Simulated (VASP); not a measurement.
# BeS (Fm-3m) in VASP: a series of runs

The runs below take BeS through single point, relaxation of cell and atoms, with PBE.

Everything below comes from runs of VASP 6.6.1. Logs are shortened: lines on timing, memory, paths and dates and some standing lists are left out, and cuts for length are marked.

### 1 The cell of the first run

The structure is cubic, space group Fm-3m (No. 225). The conventional cell has a = 4.633 Å, b = 4.633 Å, c = 4.633 Å, α = 90.00°, β = 90.00°, γ = 90.00°. Within 3.1 Å of Be (site symmetry m-3m) lie 6 S at 2.32 Å. Within 3.1 Å of S (site symmetry m-3m) lie 6 Be at 2.32 Å.

### 2 Single point, PBE

Input file INCAR:

```
PREC     = Accurate       # precision mode
ENCUT    = 520            # plane-wave cutoff, eV
EDIFF    = 1E-6           # SCF threshold, eV
ISMEAR   = 0              # smearing method
SIGMA    = 0.1            # smearing width, eV
LREAL    = False          # projectors in reciprocal space
LASPH    = True           # aspherical terms in the spheres
NELM     = 80             # most SCF steps
ALGO     = Normal         # electronic algorithm
ISIF     = 2              # what is computed and relaxed
LWAVE    = False          # write WAVECAR
LCHARG   = False          # write CHGCAR
GGA      = PE             # functional
NBANDS   = 11             # bands
```

Input file KPOINTS:

```
Automatic mesh
0
Gamma
  6 6 6
```

Input file POSCAR:

```
BeS
1.0
    0.0000000000      2.3163279122      2.3163279122
    2.3163279122      0.0000000000      2.3163279122
    2.3163279122      2.3163279122      0.0000000000
Be S
1 1
Direct
    0.0000000000      0.0000000000      0.0000000000
    0.5000000000      0.5000000000      0.5000000000
```

Potentials or basis: VASP PAW PBE potentials, release 64 (Be, S).

The run is started by

```sh
$ cat potpaw_PBE.64/Be/POTCAR potpaw_PBE.64/S/POTCAR > POTCAR
$ mpirun -np 1 vasp_std > vasp.out
```

OUTCAR:

```text
PREC = Accurate
   ENCUT = 520
   EDIFF = 1E-6
   ISMEAR = 0
   LREAL = False
   LASPH = True
   NELM = 80
   ISIF = 2
   GGA = PE

 ion  position               nearest neighbor table
   1  0.000  0.000  0.000-   2 2.32   2 2.32   2 2.32   2 2.32   2 2.32   2 2.32
   2  0.500  0.500  0.500-   1 2.32   1 2.32   1 2.32   1 2.32   1 2.32   1 2.32

  LATTYP: Found a face centered cubic cell.
 ALAT       =     4.6326558244

  Lattice vectors:

 A1 = (   0.0000000000,   2.3163279122,   2.3163279122)
 A2 = (   2.3163279122,   0.0000000000,   2.3163279122)
 A3 = (   2.3163279122,   2.3163279122,   0.0000000000)

Analysis of symmetry for initial positions (statically):
[... 33 lines left out ...]
                                     Primitive cell

  volume of cell :      24.8559

  direct lattice vectors                    reciprocal lattice vectors
     0.000000000  2.316327912  2.316327912    -0.215858902  0.215858902  0.215858902
     2.316327912  0.000000000  2.316327912     0.215858902 -0.215858902  0.215858902
     2.316327912  2.316327912  0.000000000     0.215858902  0.215858902 -0.215858902

  length of vectors
     3.275782348  3.275782348  3.275782348     0.373878586  0.373878586  0.373878586

  position of ions in fractional coordinates (direct lattice)
     0.000000000  0.000000000  0.000000000
     0.500000000  0.500000000  0.500000000

  ion indices of the primitive-cell ions
   primitive index   ion index
                 1           1
                 2           2

----------------------------------------------------------------------------------------

 KPOINTS: Automatic mesh

Automatic generation of k-mesh.
 Grid dimensions read from file:
 generate k-points for:    6    6    6

 Generating k-lattice:

  Cartesian coordinates                     Fractional coordinates (reciprocal lattice)
    -0.035976484  0.035976484  0.035976484     0.166666667  0.000000000  0.000000000
     0.035976484 -0.035976484  0.035976484     0.000000000  0.166666667  0.000000000
     0.035976484  0.035976484 -0.035976484     0.000000000  0.000000000  0.166666667

  Length of vectors
     0.062313098  0.062313098  0.062313098

  Shift w.r.t. Gamma in fractional coordinates (k-lattice)
     0.000000000  0.000000000  0.000000000

 Subroutine IBZKPT returns following result:
 ===========================================

 Found     16 irreducible k-points:

 Following reciprocal coordinates:
[... 6 lines left out ...]
  0.333333  0.166667  0.000000     24.000000
[... 8 lines left out ...]
 -0.333333  0.333333  0.166667     24.000000
 -0.333333  0.500000  0.166667     12.000000
   k-points           NKPTS =     16   k-points in BZ     NKDIM =     16   number of bands    NBANDS=     11
   number of dos      NEDOS =    301   number of ions     NIONS =      2
   total plane-waves  NPLWV =  13824
   dimension x,y,z NGX =    24 NGY =   24 NGZ =   24
   dimension x,y,z NGXF=    48 NGYF=   48 NGZF=   48
   ions per type =               1   1
   NGX,Y,Z   is equivalent  to a cutoff of  12.18, 12.18, 12.18 a.u.
   NGXF,Y,Z  is equivalent  to a cutoff of  24.36, 24.36, 24.36 a.u.
 SYSTEM =  unknown system
   PREC   = accura    normal or accurate (medium, high low for compatibility)
   ISTART =      0    job   : 0-new  1-cont  2-samecut
   ICHARG =      2    charge: 1-file 2-atom 10-const
   ISPIN  =      1    spin polarized calculation?
   LNONCOLLINEAR =      F non collinear calculations
   LSORBIT =      F    spin-orbit coupling
   LASPH  =      T    aspherical Exc in radial PAW
   ENCUT  =  520.0 eV  38.22 Ry    6.18 a.u.   6.09  6.09  6.09*2*pi/ulx,y,z
   NELM   =     80;   NELMIN=  2; NELMDL= -5     # of ELM steps
   EDIFF  = 0.1E-05   stopping-criterion for ELM
   LREAL  =      F    real-space projection
   EDIFFG = 0.1E-04   stopping-criterion for IOM
   NSW    =      0    number of steps for IOM
   IBRION =     -1    ionic relax: 0-MD 1-quasi-New 2-CG
   NFREE  =      0    steps in history (QN), initial steepest desc. (CG)
   ISIF   =      2    stress and relaxation
   ISYM   =      2    0-nonsym 1-usesym 2-fastsym
   POTIM  = 0.5000    time-step for ionic-motion
   TEBEG  =    0.0;   TEEND  =   0.0 temperature during run
   PSTRESS=    0.0 pullay stress
   NELECT =       8.0000    total number of electrons
   NUPDOWN=      -1.0000    fix difference up-down
   EMIN   =  10.00;   EMAX   =-10.00  energy-range for DOS
   EFERMI =   0.00;   METHOD = LEGACY
   ISMEAR =     0;   SIGMA  =   0.10  broadening in eV -4-tet -1-fermi 0-gaus
   EFERMI_NEDOS =   21; number of points for ismear=-14 and -15
   IALGO  =     38    algorithm
   IMIX   =      4    mixing-type and parameters
     AMIX     =   0.40;   BMIX     =  1.00
     AMIX_MAG =   1.60;   BMIX_MAG =  1.00
  volume/ion in A,a.u.               =      12.43        83.87
  Fermi-wavevector in a.u.,A,eV,Ry     =   1.121919  2.120119 17.125680  1.258702
  Thomas-Fermi vector in A             =   2.258576
   LORBIT       =      0    0 simple, 1 ext, 2 COOP (PROOUT), +10 PAW based schemes
   GGA     = PE    functional components
   LHFCALC =     F    Hartree Fock is set to
   AEXX    =    0.0000 exact exchange contribution
   IVDW    =     0    specifies the selected vdW correction
   LEPSILON=     F    determine dielectric tensor
   LRPA    =     F    only Hartree local field effects (RPA)
 non-spin polarized calculation
 Gauss-broadening in eV      SIGMA  =   0.10
  energy-cutoff  :      520.00
  volume of cell :       24.86
 maximum number of plane-waves:       692
   NGX = 13   NGY = 13   NGZ = 13

 number of electron       7.9999998 magnetization

 Free energy of the ion-electron system (eV)
  ---------------------------------------------------
  ext. energy  EPLUGINS =         0.00000000
  ---------------------------------------------------
  free energy    TOTEN  =        -8.87883908 eV

  energy without entropy =       -8.87883908  energy(sigma->0) =       -8.87883908

 E-fermi :   7.0396     XC(G=0): -10.6108

 val. band max:        6.6083398372   @ k =  -0.1667   0.1667   0.0000
 cond. band min:       7.5895670700   @ k =   0.5000   0.5000   0.0000
 fundamental gap:      0.9812272328
 Fermi energy:         7.0396101302

 k-point     1 :       0.0000    0.0000    0.0000
  band No.  band energies     occupation
      1      -8.4825      2.00000
      2       6.3169      2.00000
      3       6.3169      2.00000
      4       6.3169      2.00000
      5      11.9130      0.00000
      6      15.4439      0.00000
      7      15.4439      0.00000
      8      15.4439      0.00000
      9      16.1994      0.00000
     10      16.1994      0.00000
     11      16.1994      0.00000

 k-point     2 :       0.1667    0.0000    0.0000
  band No.  band energies     occupation
      1      -8.0779      2.00000
      2       4.1791      2.00000
      3       6.2160      2.00000
      4       6.2160      2.00000
      5      12.2867      0.00000
      6      13.6443      0.00000
      7      13.6443      0.00000
      8      15.3208      0.00000
      9      16.6204      0.00000
     10      16.6204      0.00000
     11      16.9570      0.00000

 k-point     3 :       0.3333    0.0000    0.0000
  band No.  band energies     occupation
      1      -7.0182      2.00000
      2       0.9923      2.00000
      3       6.1102      2.00000
      4       6.1102      2.00000
      5      11.2180      0.00000
      6      11.3932      0.00000
      7      11.3932      0.00000
      8      16.6468      0.00000
      9      18.9751      0.00000
     10      19.4070      0.00000
     11      19.4070      0.00000

 k-point     4 :       0.5000    0.0000    0.0000
  band No.  band energies     occupation
      1      -6.2213      2.00000
      2      -0.6042      2.00000
      3       6.1083      2.00000
      4       6.1083      2.00000
      5      10.5482      0.00000
      6      10.5482      0.00000
      7      10.7464      0.00000
      8      16.8050      0.00000
      9      22.1339      0.00000
     10      22.1339      0.00000
     11      22.4110      0.00000

 k-point     5 :       0.1667    0.1667    0.0000
  band No.  band energies     occupation
      1      -7.9385      2.00000
      2       4.8334      2.00000
      3       5.3580      2.00000
      4       5.3580      2.00000
      5      11.6110      0.00000
      6      13.6206      0.00000
      7      13.8578      0.00000
      8      15.7961      0.00000
      9      15.7961      0.00000
     10      18.6872      0.00000
     11      18.6872      0.00000
[... 99 lines left out ...]
 k-point    13 :       0.5000    0.5000    0.0000
  band No.  band energies     occupation
      1      -5.1761      2.00000
      2      -0.1653      2.00000
      3       3.4404      2.00000
      4       3.4404      2.00000
      5       7.5896      0.00000
      6      10.9479      0.00000
      7      18.3878      0.00000
      8      18.3878      0.00000
      9      20.2078      0.00000
     10      21.9016      0.00000
     11      24.6646      0.00000

 k-point    14 :       0.5000    0.3333    0.1667
  band No.  band energies     occupation
      1      -6.1335      2.00000
      2       1.2419      2.00000
      3       2.7015      2.00000
      4       4.4391      2.00000
      5      10.1825      0.00000
      6      12.7834      0.00000
      7      14.0703      0.00000
      8      16.9255      0.00000
      9      17.9546      0.00000
     10      22.3122      0.00000
     11      22.3507      0.00000

 k-point    15 :      -0.3333    0.3333    0.1667
  band No.  band energies     occupation
      1      -5.4747      2.00000
      2       0.4260      2.00000
      3       2.1289      2.00000
      4       3.7862      2.00000
      5      11.1558      0.00000
      6      11.6145      0.00000
      7      15.7729      0.00000
      8      16.8847      0.00000
      9      19.1257      0.00000
     10      19.3428      0.00000
     11      23.8297      0.00000

 k-point    16 :      -0.3333    0.5000    0.1667
  band No.  band energies     occupation
      1      -5.1519      2.00000
      2       0.4550      2.00000
      3       2.1176      2.00000
      4       2.8266      2.00000
      5       9.7450      0.00000
      6      13.5394      0.00000
      7      14.2582      0.00000
      8      18.2252      0.00000
      9      19.0214      0.00000
     10      21.2328      0.00000
     11      24.7391      0.00000

------------------------ aborting loop because EDIFF is reached ----------------------------------------

  FORCE on cell =-STRESS in cart. coord.  units (eV):
  Direction    XX          YY          ZZ          XY          YZ          ZX
  --------------------------------------------------------------------------------------
  -------------------------------------------------------------------------------------
  Total       -0.0150829     -0.0150829     -0.0150829      0.0000000     -0.0000000      0.0000000
  in kB       -0.9722221     -0.9722221     -0.9722221      0.0000000     -0.0000000      0.0000000
  external PRESSURE =      -0.9722221 kB  Pullay stress =       0.0000000 kB

 VOLUME and BASIS-vectors are now :
 -----------------------------------------------------------------------------
  energy-cutoff  :      520.00
  volume of cell :       24.86
      direct lattice vectors                 reciprocal lattice vectors
     0.000000000  2.316327912  2.316327912    -0.215858902  0.215858902  0.215858902
     2.316327912  0.000000000  2.316327912     0.215858902 -0.215858902  0.215858902
     2.316327912  2.316327912  0.000000000     0.215858902  0.215858902 -0.215858902

 POSITION                                       TOTAL-FORCE (eV/Angst)
 -----------------------------------------------------------------------------------
      0.00000      0.00000      0.00000         0.000000      0.000000      0.000000
      2.31633      2.31633      2.31633         0.000000     -0.000000      0.000000
 -----------------------------------------------------------------------------------
    total drift:                               -0.000000     -0.000000      0.000000

  FREE ENERGIE OF THE ION-ELECTRON SYSTEM (eV)
  ---------------------------------------------------
  free  energy   TOTEN  =        -8.8788390766 eV

  energy  without entropy=       -8.8788390765  energy(sigma->0) =       -8.87883908
```

Run time: 3.6 s. Hardware: 1 thread of AMD EPYC 7R43 (Zen 3), shared host; peak memory 0.1 GiB.

Results:

| Property | Result |
| --- | --- |
| Free energy | -8.8788 eV |
| Pressure | -0.1 GPa |
| Band gap on the k mesh | 0.98 eV, indirect (least direct gap 4.15 eV) |

A k mesh can miss the band edges. As with any semilocal functional, this PBE gap is likely too small.

(Continued in part 2 of 3.)
